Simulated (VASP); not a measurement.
# Si2Ni (Fd-3m) in VASP: a series of runs, part 2 of 2

VASP 6.6.1.

**4. Relaxation of cell and atoms, PBE, collinear spin, ferromagnetic start**

This run uses another cell than the first one: it holds 6 atoms, not 12.

INCAR

```
PREC     = Accurate       # precision mode
ENCUT    = 600            # plane-wave cutoff, eV
EDIFF    = 1E-6           # SCF threshold, eV
ISMEAR   = 0              # smearing method
SIGMA    = 0.1            # smearing width, eV
LREAL    = False          # projectors in reciprocal space
LASPH    = True           # aspherical terms in the spheres
NELM     = 150            # most SCF steps
ALGO     = Normal         # electronic algorithm
ISIF     = 3              # what is computed and relaxed
LWAVE    = False          # write WAVECAR
LCHARG   = False          # write CHGCAR
ISPIN    = 2              # spin polarisation
MAGMOM   = 0 0 0 0 2 2    # initial moments
LORBIT   = 11             # projections on sites
LMAXMIX  = 4              # l up to which the mixer works
GGA      = PE             # functional
IBRION   = 2              # ionic algorithm
NSW      = 90             # ionic steps
EDIFFG   = -0.04          # ionic threshold
```

KPOINTS

```
regular mesh
0
Gamma
  4 4 4
```

POSCAR

```
Si2Ni
1.0
    0.0000000000      3.5028922900      3.5028922900
    3.5028922900      0.0000000000      3.5028922900
    3.5028922900      3.5028922900      0.0000000000
Si Ni
4 2
Direct
    0.6250000000      0.6250000000      0.6250000000
    0.6250000000      0.6250000000      0.1250000000
    0.6250000000      0.1250000000      0.6250000000
    0.1250000000      0.6250000000      0.6250000000
    0.7500000000      0.7500000000      0.7500000000
    0.5000000000      0.5000000000      0.5000000000
```

Potentials or basis: VASP PAW PBE potentials, release 64 (Si, Ni).

Launch:

```sh
> cat potpaw_PBE.64/Si/POTCAR potpaw_PBE.64/Ni/POTCAR > POTCAR
> mpirun -np 1 vasp_std > vasp.out
```

OUTCAR:

```text
PREC = Accurate
   ENCUT = 600
   EDIFF = 1E-6
   ISMEAR = 0
   LREAL = False
   LASPH = True
   NELM = 150
   ISIF = 3
   ISPIN = 2
   LORBIT = 11
   GGA = PE
   IBRION = 2
   NSW = 90
   EDIFFG = -0.04

 ion  position               nearest neighbor table
   1  0.625  0.625  0.625-   5 1.52   6 1.52   4 2.48   2 2.48   3 2.48   2 2.48   3 2.48   4 2.48

   2  0.625  0.625  0.125-   5 1.52   6 1.52   1 2.48   1 2.48   3 2.48   4 2.48   3 2.48   4 2.48

   3  0.625  0.125  0.625-   5 1.52   6 1.52   1 2.48   2 2.48   1 2.48   2 2.48   4 2.48   4 2.48
[... 5 lines left out ...]
   6  0.500  0.500  0.500-   1 1.52   2 1.52   3 1.52   4 1.52   5 3.03   5 3.03   5 3.03   5 3.03

 -----------------------------------------------------------------------------
|                                                                             |
|           W    W    AA    RRRRR   N    N  II  N    N   GGGG   !!!           |
|           W    W   A  A   R    R  NN   N  II  NN   N  G    G  !!!           |
|           W    W  A    A  R    R  N N  N  II  N N  N  G       !!!           |
|           W WW W  AAAAAA  RRRRR   N  N N  II  N  N N  G  GGG   !            |
|           WW  WW  A    A  R   R   N   NN  II  N   NN  G    G                |
|           W    W  A    A  R    R  N    N  II  N    N   GGGG   !!!           |
|                                                                             |
|     The distance between some ions is very small. Please check the          |
|     nearest-neighbor list in the OUTCAR file.                               |
|     I HOPE YOU KNOW WHAT YOU ARE DOING!                                     |
|                                                                             |
[... 196 lines left out ...]
  energy without entropy =       22.65953288  energy(sigma->0) =       22.65908477

 E-fermi :   9.5413     XC(G=0): -10.0128

 val. band max:        9.3966851151   @ k =   0.5000   0.0000   0.0000
 cond. band min:       9.6975305497   @ k =   0.2500   0.2500   0.0000
 fundamental gap:      0.3008454346
 Fermi energy:         9.5413411700
[... 1130 lines left out ...]
 number of electron      36.0000032 magnetization      -0.0000000

 number of electron      36.0000032 magnetization       0.0000000

 Free energy of the ion-electron system (eV)
  ---------------------------------------------------
  ext. energy  EPLUGINS =         0.00000000
  ---------------------------------------------------
  free energy    TOTEN  =       -28.69432193 eV

  energy without entropy =      -28.69432193  energy(sigma->0) =      -28.69432193

 E-fermi :   0.8054     XC(G=0):  -6.3384

 val. band max:        0.3408904212   @ k =   0.5000   0.5000   0.0000
 cond. band min:       1.4810171375   @ k =   0.2500   0.2500   0.0000
 fundamental gap:      1.1401267163
 Fermi energy:         0.8053555963
[... 468 lines left out ...]
  FREE ENERGIE OF THE ION-ELECTRON SYSTEM (eV)
  ---------------------------------------------------
  free  energy   TOTEN  =       -28.6943219338 eV

  energy  without entropy=      -28.6943219338  energy(sigma->0) =      -28.69432193

 reached required accuracy - stopping structural energy minimisation

 total charge

# of ion       s       p       d       tot
------------------------------------------
    1        0.867   0.728   0.000   1.595
    2        0.867   0.728   0.000   1.595
    3        0.867   0.728   0.000   1.595
    4        0.867   0.728   0.000   1.595
    5        0.626   0.822   8.380   9.828
    6        0.626   0.822   8.380   9.828
--------------------------------------------------
tot          4.721   4.555  16.761  26.037

 magnetization (x)

# of ion       s       p       d       tot
------------------------------------------
    1        0.000  -0.000   0.000  -0.000
    2        0.000  -0.000   0.000  -0.000
    3        0.000  -0.000   0.000  -0.000
    4        0.000  -0.000   0.000  -0.000
    5       -0.000   0.000  -0.000   0.000
    6       -0.000   0.000  -0.000   0.000
--------------------------------------------------
tot         -0.000   0.000  -0.000  -0.000
```

CONTCAR:

```text
Si2Ni
   1.00000000000000
     0.0000000000000000    4.8305441093765049    4.8305441093765049
     4.8305441093765049    0.0000000000000000    4.8305441093765049
     4.8305441093765049    4.8305441093765049    0.0000000000000000
  Si              Ni
     4     2
Direct
     0.6250000000000000    0.6250000000000000    0.6250000000000000
     0.6250000000000000    0.6250000000000000    0.1250000000000000
     0.6250000000000000    0.1250000000000000    0.6250000000000000
     0.1250000000000000    0.6250000000000000    0.6250000000000000
     0.7500000000000000    0.7500000000000000    0.7500000000000000
     0.5000000000000000    0.5000000000000000    0.5000000000000000

  0.00000000E+00  0.00000000E+00  0.00000000E+00
  0.00000000E+00  0.00000000E+00  0.00000000E+00
  0.00000000E+00  0.00000000E+00  0.00000000E+00
  0.00000000E+00  0.00000000E+00  0.00000000E+00
  0.00000000E+00  0.00000000E+00  0.00000000E+00
  0.00000000E+00  0.00000000E+00  0.00000000E+00
```

Wall time 6.5 min (1 thread of Intel Xeon 6975P-C (Granite Rapids), shared host); peak memory 0.3 GiB.

What came out:

```
Free energy                                           : -28.6943 eV
Relaxed volume                                        : 37.57 Å³/atom
Relaxed cell                                          : a = 6.831 Å, b = 6.831 Å, c = 6.831 Å, α = 60.00°, β = 60.00°, γ = 60.00°
Space group after relaxing (to 0.1 Å)                 : Fd-3m (No. 227)
Pressure after relaxing                               : 0.0 GPa
Band gap on the k mesh                                : 1.14 eV (least direct gap 1.40 eV)
Net moment                                            : 0.00 μB per cell
Valence electrons inside the program's atomic spheres : Si 1.59; Ni 9.83
```

Final structure:
```cif
data_structure
_symmetry_space_group_name_H-M 'P 1'
_symmetry_Int_Tables_number 1
_cell_length_a 6.8314
_cell_length_b 6.8314
_cell_length_c 6.8314
_cell_angle_alpha 60.000
_cell_angle_beta 60.000
_cell_angle_gamma 60.000
_cell_volume 225.43
loop_
_atom_site_label
_atom_site_type_symbol
_atom_site_fract_x
_atom_site_fract_y
_atom_site_fract_z
_atom_site_occupancy
Si1 Si 0.62500 0.62500 0.62500 1
Si2 Si 0.62500 0.62500 0.12500 1
Si3 Si 0.62500 0.12500 0.62500 1
Si4 Si 0.12500 0.62500 0.62500 1
Ni1 Ni 0.75000 0.75000 0.75000 1
Ni2 Ni 0.50000 0.50000 0.50000 1
```

Caveat: the volume moved by over 15 % at a fixed basis, so the end points are rough.
